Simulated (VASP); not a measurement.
Wanted: the native input for a VASP 6.6.1 run.

```yaml
Task: single point
Functional: PBE
Potentials_or_basis: VASP PAW PBE potentials, release 64 (Y_sv, Mg, C)
Cutoff: 520 eV
k_mesh: 6 × 6 × 6
Occupations: gaussian, width 0.1 eV
Spin: no spin polarisation
Dipole_correction: no
Further_INCAR_settings: ALGO = Normal; EDIFF = 1e-06; NBANDS = 24
```

The structure of Y2MgC2 lies in POSCAR:

```
Y2MgC2
1.0
    1.8420335969      1.0634985902      8.3859702425
   -1.8420335969      1.0634985902      8.3859702425
    0.0000000000     -2.1269971889      8.3859702415
Y Mg C
2 1 2
Direct
    0.2591058217      0.2591058217      0.2591058217
    0.7408941783      0.7408941783      0.7408941783
    0.5000000000      0.5000000000      0.5000000000
    0.8881680969      0.8881680969      0.8881680969
    0.1118319031      0.1118319031      0.1118319031
```

The cell was generated, and may not be a known phase.

These files were run (other wordings do the same):

INCAR

```
SYSTEM = Y2MgC2
  ALGO = Normal
  EDIFF = 1E-6
  ENCUT = 520
  GGA = PE
  ISIF = 2
  ISMEAR = 0
  LASPH = .TRUE.
  LCHARG = .TRUE.
  LELF = .TRUE.
  LREAL = .FALSE.
  LVHAR = .TRUE.
  LWAVE = .FALSE.
  NBANDS = 24
  NELM = 80
  PREC = Accurate
  SIGMA = 0.1
```

KPOINTS

```
k-points
0
G
  6 6 6
  0 0 0
```

Potentials or basis: VASP PAW PBE potentials, release 64 (Y_sv, Mg, C).

The run is started by

```sh
$ cat potpaw_PBE.64/Y_sv/POTCAR potpaw_PBE.64/Mg/POTCAR potpaw_PBE.64/C/POTCAR > POTCAR
$ mpirun -np 1 vasp_std > vasp.out
```

Results of the run:

```json
{"Pressure": "-0.1 GPa", "Largest force": "0.011 eV/Å", "Band gap on the k mesh": "zero (bands 16 and 17 overlap by 1.07 eV)"}
```

Wall time 5.4 min on 1 thread of AMD EPYC 7R13 Processor (Zen 3) (shared host), peak memory 0.53 GiB.
